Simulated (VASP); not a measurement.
# NaF (Villiaumite) (I4mm) in VASP: notebook

Runs on NaF (Villiaumite). Level: PBE. Tasks: single point.

All numbers are computed with VASP 6.6.1; they aren't measurements. Logs are shortened: lines on timing, memory, paths and dates and some standing lists are left out, and cuts for length are marked.

## (1) The cell of the first run

It takes space group I4mm (No. 107, tetragonal). Conventional cell: a = 3.281 Å, b = 3.281 Å, c = 4.640 Å, α = 90.00°, β = 90.00°, γ = 90.00°. Within 3.1 Å of Na (site symmetry 4mm) lie 6 F at 2.31 to 2.33 Å. Within 3.1 Å of F (site symmetry 4mm) lie 6 Na at 2.31 to 2.33 Å.

## (2) Single point, PBE

Input file INCAR:

```
PREC     = Accurate       # precision mode
ENCUT    = 520            # plane-wave cutoff, eV
EDIFF    = 1E-7           # SCF threshold, eV
ISMEAR   = 0              # smearing method
SIGMA    = 0.01           # smearing width, eV
LREAL    = False          # projectors in reciprocal space
LASPH    = True           # aspherical terms in the spheres
NELM     = 60             # most SCF steps
ALGO     = Normal         # electronic algorithm
ISIF     = 2              # what is computed and relaxed
LWAVE    = False          # write WAVECAR
LCHARG   = False          # write CHGCAR
GGA      = PE             # functional
NBANDS   = 14             # bands
```

Input file KPOINTS:

```
regular mesh
0
Gamma
  8 8 8
```

Input file POSCAR:

```
NaF
1.0
    0.0000000000      2.3200000000      2.3200000000
    2.3200000000      0.0000000000      2.3200000000
    2.3200000000      2.3200000000      0.0000000000
Na F
1 1
Direct
    0.0021551724     -0.0021551724      0.0021551724
    0.5000000000      0.5000000000      0.5000000000
```

Potentials or basis: VASP PAW PBE potentials, release 64 (Na_pv, F).

Run with:

```bash
$ cat potpaw_PBE.64/Na_pv/POTCAR potpaw_PBE.64/F/POTCAR > POTCAR
$ mpirun -np 1 vasp_std > vasp.out
```

OUTCAR:

```text
PREC = Accurate
   ENCUT = 520
   EDIFF = 1E-7
   ISMEAR = 0
   LREAL = False
   LASPH = True
   NELM = 60
   ISIF = 2
   GGA = PE

 ion  position               nearest neighbor table
   1  0.002  0.998  0.002-   2 2.31   2 2.32   2 2.32   2 2.32   2 2.32   2 2.33
   2  0.500  0.500  0.500-   1 2.31   1 2.32   1 2.32   1 2.32   1 2.32   1 2.33

  LATTYP: Found a face centered cubic cell.
 ALAT       =     4.6400000000

  Lattice vectors:

 A1 = (   0.0000000000,   2.3200000000,   2.3200000000)
 A2 = (   2.3200000000,   0.0000000000,   2.3200000000)
 A3 = (   2.3200000000,   2.3200000000,   0.0000000000)

Analysis of symmetry for initial positions (statically):
=====================================================================
 Subroutine PRICEL returns:
 Original cell was already a primitive cell.

 Routine SETGRP: Setting up the symmetry group for a
 face centered cubic supercell.

 Subroutine GETGRP returns: Found  8 space group operations
 (whereof  8 operations were pure point group operations)
 out of a pool of 48 trial point group operations.

The static configuration has the point symmetry C_4v.

Analysis of symmetry for dynamics (positions and initial velocities):
=====================================================================
 Subroutine PRICEL returns:
 Original cell was already a primitive cell.

 Routine SETGRP: Setting up the symmetry group for a
 face centered cubic supercell.

 Subroutine GETGRP returns: Found  8 space group operations
 (whereof  8 operations were pure point group operations)
 out of a pool of 48 trial point group operations.

The dynamic configuration has the point symmetry C_4v.

 Subroutine INISYM returns: Found  8 space group operations
 (whereof  8 operations are pure point group operations),
 and found     1 'primitive' translations

----------------------------------------------------------------------------------------

                                     Primitive cell

  volume of cell :      24.9743

  direct lattice vectors                    reciprocal lattice vectors
     0.000000000  2.320000000  2.320000000    -0.215517241  0.215517241  0.215517241
     2.320000000  0.000000000  2.320000000     0.215517241 -0.215517241  0.215517241
     2.320000000  2.320000000  0.000000000     0.215517241  0.215517241 -0.215517241

  length of vectors
     3.280975465  3.280975465  3.280975465     0.373286812  0.373286812  0.373286812

  position of ions in fractional coordinates (direct lattice)
     0.002155172  0.997844828  0.002155172
     0.500000000  0.500000000  0.500000000

  ion indices of the primitive-cell ions
   primitive index   ion index
                 1           1
                 2           2

----------------------------------------------------------------------------------------

 KPOINTS: regular mesh

Automatic generation of k-mesh.
 Grid dimensions read from file:
 generate k-points for:    8    8    8

 Generating k-lattice:

  Cartesian coordinates                     Fractional coordinates (reciprocal lattice)
    -0.026939655  0.026939655  0.026939655     0.125000000  0.000000000  0.000000000
     0.026939655 -0.026939655  0.026939655     0.000000000  0.125000000  0.000000000
     0.026939655  0.026939655 -0.026939655     0.000000000  0.000000000  0.125000000

  Length of vectors
     0.046660851  0.046660851  0.046660851

  Shift w.r.t. Gamma in fractional coordinates (k-lattice)
     0.000000000  0.000000000  0.000000000

 Subroutine IBZKPT returns following result:
 ===========================================

 Found     59 irreducible k-points:

 Following reciprocal coordinates:
            Coordinates               Weight
  0.000000  0.000000  0.000000      1.000000
  0.125000  0.000000  0.000000      8.000000
  0.250000  0.000000  0.000000      8.000000
  0.375000  0.000000  0.000000      8.000000
  0.500000  0.000000  0.000000      4.000000
  0.125000  0.125000  0.000000      4.000000
[... 16 lines left out ...]
  0.250000  0.000000  0.375000      8.000000
  0.500000  0.250000  0.000000     16.000000
 [... further k-points ...]
   k-points           NKPTS =     59   k-points in BZ     NKDIM =     59   number of bands    NBANDS=     14
   number of dos      NEDOS =    301   number of ions     NIONS =      2
   total plane-waves  NPLWV =  13824
   dimension x,y,z NGX =    24 NGY =   24 NGZ =   24
   dimension x,y,z NGXF=    48 NGYF=   48 NGZF=   48
   ions per type =               1   1
   NGX,Y,Z   is equivalent  to a cutoff of  12.16, 12.16, 12.16 a.u.
   NGXF,Y,Z  is equivalent  to a cutoff of  24.32, 24.32, 24.32 a.u.
 SYSTEM =  unknown system
   PREC   = accura    normal or accurate (medium, high low for compatibility)
   ISTART =      0    job   : 0-new  1-cont  2-samecut
   ICHARG =      2    charge: 1-file 2-atom 10-const
   ISPIN  =      1    spin polarized calculation?
   LNONCOLLINEAR =      F non collinear calculations
   LSORBIT =      F    spin-orbit coupling
   LASPH  =      T    aspherical Exc in radial PAW
   ENCUT  =  520.0 eV  38.22 Ry    6.18 a.u.   6.10  6.10  6.10*2*pi/ulx,y,z
   NELM   =     60;   NELMIN=  2; NELMDL= -5     # of ELM steps
   EDIFF  = 0.1E-06   stopping-criterion for ELM
   LREAL  =      F    real-space projection
   EDIFFG = 0.1E-05   stopping-criterion for IOM
   NSW    =      0    number of steps for IOM
   IBRION =     -1    ionic relax: 0-MD 1-quasi-New 2-CG
   NFREE  =      0    steps in history (QN), initial steepest desc. (CG)
   ISIF   =      2    stress and relaxation
   ISYM   =      2    0-nonsym 1-usesym 2-fastsym
   POTIM  = 0.5000    time-step for ionic-motion
   TEBEG  =    0.0;   TEEND  =   0.0 temperature during run
   PSTRESS=    0.0 pullay stress
   NELECT =      14.0000    total number of electrons
   NUPDOWN=      -1.0000    fix difference up-down
   EMIN   =  10.00;   EMAX   =-10.00  energy-range for DOS
   EFERMI =   0.00;   METHOD = LEGACY
   ISMEAR =     0;   SIGMA  =   0.01  broadening in eV -4-tet -1-fermi 0-gaus
   EFERMI_NEDOS =   21; number of points for ismear=-14 and -15
   IALGO  =     38    algorithm
   IMIX   =      4    mixing-type and parameters
     AMIX     =   0.40;   BMIX     =  1.00
     AMIX_MAG =   1.60;   BMIX_MAG =  1.00
  volume/ion in A,a.u.               =      12.49        84.27
  Fermi-wavevector in a.u.,A,eV,Ry     =   1.349852  2.550851 24.791186  1.822101
  Thomas-Fermi vector in A             =   2.477405
   LORBIT       =      0    0 simple, 1 ext, 2 COOP (PROOUT), +10 PAW based schemes
   GGA     = PE    functional components
   LHFCALC =     F    Hartree Fock is set to
   AEXX    =    0.0000 exact exchange contribution
   IVDW    =     0    specifies the selected vdW correction
   LEPSILON=     F    determine dielectric tensor
   LRPA    =     F    only Hartree local field effects (RPA)
 non-spin polarized calculation
 Gauss-broadening in eV      SIGMA  =   0.01
  energy-cutoff  :      520.00
  volume of cell :       24.97
 maximum number of plane-waves:       692
   NGX = 13   NGY = 13   NGZ = 13

 number of electron      13.9999984 magnetization

 Free energy of the ion-electron system (eV)
  ---------------------------------------------------
  ext. energy  EPLUGINS =         0.00000000
  ---------------------------------------------------
  free energy    TOTEN  =        -8.56272878 eV

  energy without entropy =       -8.56272878  energy(sigma->0) =       -8.56272878

 E-fermi :  -2.0367     XC(G=0):  -9.1363

 val. band max:       -2.1009929762   @ k =   0.0000   0.0000   0.0000
 cond. band min:       4.1776098775   @ k =   0.0000   0.0000   0.0000
 fundamental gap:      6.2786028537
 Fermi energy:        -2.0366868754

 k-point     1 :       0.0000    0.0000    0.0000
  band No.  band energies     occupation
      1     -21.2676      2.00000
      2     -21.0593      2.00000
      3     -21.0592      2.00000
      4     -21.0588      2.00000
      5      -2.1010      2.00000
      6      -2.1010      2.00000
      7      -2.1010      2.00000
      8       4.1776      0.00000
      9      16.8477      0.00000
     10      16.8478      0.00000
     11      16.8478      0.00000
     12      19.7028      0.00000
     13      21.8743      0.00000
     14      21.8744      0.00000

 k-point     2 :       0.1250    0.0000    0.0000
  band No.  band energies     occupation
      1     -21.4751      2.00000
      2     -21.0610      2.00000
      3     -21.0610      2.00000
      4     -20.8321      2.00000
      5      -2.3948      2.00000
      6      -2.1388      2.00000
      7      -2.1387      2.00000
      8       4.7224      0.00000
      9      15.1175      0.00000
     10      17.0842      0.00000
     11      17.0843      0.00000
     12      21.2937      0.00000
     13      21.2940      0.00000
     14      21.5794      0.00000

 k-point     3 :       0.2500    0.0000    0.0000
  band No.  band energies     occupation
      1     -21.7022      2.00000
      2     -21.0653      2.00000
      3     -21.0653      2.00000
      4     -20.5561      2.00000
      5      -2.9925      2.00000
      6      -2.2287      2.00000
      7      -2.2287      2.00000
      8       6.0390      0.00000
      9      13.0268      0.00000
     10      17.6035      0.00000
     11      17.6037      0.00000
     12      20.6295      0.00000
     13      20.6297      0.00000
     14      22.1957      0.00000

 k-point     4 :       0.3750    0.0000    0.0000
  band No.  band energies     occupation
      1     -21.8501      2.00000
      2     -21.0695      2.00000
      3     -21.0695      2.00000
      4     -20.3585      2.00000
      5      -3.4924      2.00000
      6      -2.3169      2.00000
      7      -2.3169      2.00000
      8       7.6083      0.00000
      9      11.3423      0.00000
     10      17.9240      0.00000
     11      17.9241      0.00000
     12      20.5978      0.00000
     13      20.5982      0.00000
     14      21.7457      0.00000

 k-point     5 :       0.5000    0.0000    0.0000
  band No.  band energies     occupation
      1     -21.9008      2.00000
      2     -21.0713      2.00000
      3     -21.0713      2.00000
      4     -20.2865      2.00000
      5      -3.6803      2.00000
      6      -2.3530      2.00000
      7      -2.3530      2.00000
      8       8.6566      0.00000
      9      10.3338      0.00000
     10      17.9660      0.00000
     11      17.9661      0.00000
[... 276 lines left out ...]
 k-point    22 :       0.3750    0.2500    0.0000
  band No.  band energies     occupation
      1     -21.6109      2.00000
      2     -21.0969      2.00000
      3     -21.0924      2.00000
      4     -20.5993      2.00000
      5      -3.2237      2.00000
      6      -2.4493      2.00000
      7      -2.3885      2.00000
      8       7.8473      0.00000
      9      11.9844      0.00000
     10      15.4667      0.00000
     11      17.4519      0.00000
     12      17.5651      0.00000
     13      23.7433      0.00000
     14      23.8516      0.00000

 k-point    23 :       0.2500    0.0000    0.3750
  band No.  band energies     occupation
      1     -21.6110      2.00000
      2     -21.0969      2.00000
      3     -21.0924      2.00000
      4     -20.5992      2.00000
      5      -3.2237      2.00000
      6      -2.4493      2.00000
      7      -2.3885      2.00000
      8       7.8472      0.00000
      9      11.9843      0.00000
     10      15.4674      0.00000
     11      17.4519      0.00000
     12      17.5645      0.00000
     13      23.7433      0.00000
     14      23.8521      0.00000

 k-point    24 :       0.5000    0.2500    0.0000
  band No.  band energies     occupation
      1     -21.6599      2.00000
      2     -21.1197      2.00000
      3     -21.0914      2.00000
      4     -20.5150      2.00000
      5      -3.3308      2.00000
      6      -2.6677      2.00000
      7      -2.4297      2.00000
      8       9.3345      0.00000
      9      11.0601      0.00000
     10      14.4987      0.00000
     11      17.6616      0.00000
     12      17.7151      0.00000
     13      23.3942      0.00000
     14      24.8212      0.00000

 [... further k-points ...]
[... 5 lines left out ...]
  --------------------------------------------------------------------------------------
  -------------------------------------------------------------------------------------
  Total        0.2819197      0.2838372      0.2819197      0.0000000     -0.0000000     -0.0000000
  in kB       18.0859832     18.2089926     18.0859832      0.0000000     -0.0000000     -0.0000000
  external PRESSURE =      18.1269863 kB  Pullay stress =       0.0000000 kB

 VOLUME and BASIS-vectors are now :
 -----------------------------------------------------------------------------
  energy-cutoff  :      520.00
  volume of cell :       24.97
      direct lattice vectors                 reciprocal lattice vectors
     0.000000000  2.320000000  2.320000000    -0.215517241  0.215517241  0.215517241
     2.320000000  0.000000000  2.320000000     0.215517241 -0.215517241  0.215517241
     2.320000000  2.320000000  0.000000000     0.215517241  0.215517241 -0.215517241

 POSITION                                       TOTAL-FORCE (eV/Angst)
 -----------------------------------------------------------------------------------
      2.32000      0.01000      2.32000         0.000000     -0.023824      0.000000
      2.32000      2.32000      2.32000         0.000000      0.023824      0.000000
 -----------------------------------------------------------------------------------
    total drift:                               -0.000001      0.000109     -0.000001

  FREE ENERGIE OF THE ION-ELECTRON SYSTEM (eV)
  ---------------------------------------------------
  free  energy   TOTEN  =        -8.5627287755 eV

  energy  without entropy=       -8.5627287755  energy(sigma->0) =       -8.56272878
```

It took 8.6 s on 1 thread of Intel Xeon 6975P-C, shared host; peak memory 0.14 GiB.

What came out:

| Quantity | Value |
| --- | --- |
| Free energy | -8.5627 eV |
| Pressure | 1.8 GPa |
| Largest force | 0.024 eV/Å |
| Band gap on the k mesh | 6.28 eV, direct |

Forces in eV/Å, atoms in the order of the input:
```
Na   0.000 -0.024  0.000
F    0.000  0.024  0.000
```

Levels at points of the mesh, in eV from the valence-band top:
```tsv
k point	band 3	band 4	band 5	band 6	band 7	band 8	band 9	band 10	band 11	band 12
(0.00, 0.00, 0.00)	-18.96	-18.96	0.00	0.00	0.00	6.28	18.95	18.95	18.95	21.80
(0.50, 0.00, 0.00)	-18.97	-18.19	-1.58	-0.25	-0.25	10.76	12.43	20.07	20.07	22.87
(0.50, 0.50, 0.00)	-19.01	-18.92	-1.27	-0.40	-0.40	13.12	13.29	13.56	19.72	19.72
(0.50, 0.00, 0.50)	-19.01	-18.92	-1.27	-0.40	-0.40	13.12	13.29	13.57	19.72	19.72
```

## (3) Single point, PBE

INCAR: that of step 2 with these lines changed.

```diff
@@ -2,3 +2,3 @@
 ENCUT    = 520            # plane-wave cutoff, eV
-EDIFF    = 1E-7           # SCF threshold, eV
+EDIFF    = 1E-6           # SCF threshold, eV
 ISMEAR   = 0              # smearing method
@@ -7,3 +7,3 @@
 LASPH    = True           # aspherical terms in the spheres
-NELM     = 60             # most SCF steps
+NELM     = 100            # most SCF steps
 ALGO     = Normal         # electronic algorithm
```

KPOINTS is that of step 2.

POSCAR: that of step 2 with these lines changed.

```diff
@@ -8,3 +8,3 @@
 Direct
-    0.0021551724     -0.0021551724      0.0021551724
+    0.0043103448     -0.0043103448      0.0043103448
     0.5000000000      0.5000000000      0.5000000000
```

Potentials or basis: VASP PAW PBE potentials, release 64 (Na_pv, F).

Run with:

```bash
$ cat potpaw_PBE.64/Na_pv/POTCAR potpaw_PBE.64/F/POTCAR > POTCAR
$ mpirun -np 1 vasp_std > vasp.out
```

Wall time 6.7 s (1 thread of Intel Xeon 6975P-C, shared host); peak memory 0.14 GiB.

Results (log left out):

```
Free energy            : -8.5624 eV
Pressure               : 1.8 GPa
Largest force          : 0.048 eV/Å
Band gap on the k mesh : 6.28 eV, direct
```

Forces on the atoms (eV/Å):
```
Na   0.000 -0.048  0.000
F    0.000  0.048  0.000
```

Levels at points of the mesh, in eV from the valence-band top:
```
           k point  band 4  band 5  band 6  band 7  band 8  band 9  band 10  band 11
(0.00, 0.00, 0.00)  -18.96    0.00    0.00    0.00    6.28   18.95    18.95    18.95
(0.50, 0.00, 0.00)  -18.19   -1.58   -0.25   -0.25   10.76   12.43    20.07    20.07
(0.50, 0.50, 0.00)  -18.91   -1.27   -0.40   -0.40   13.12   13.29    13.56    19.72
(0.50, 0.00, 0.50)  -18.91   -1.27   -0.40   -0.40   13.12   13.29    13.57    19.72
```
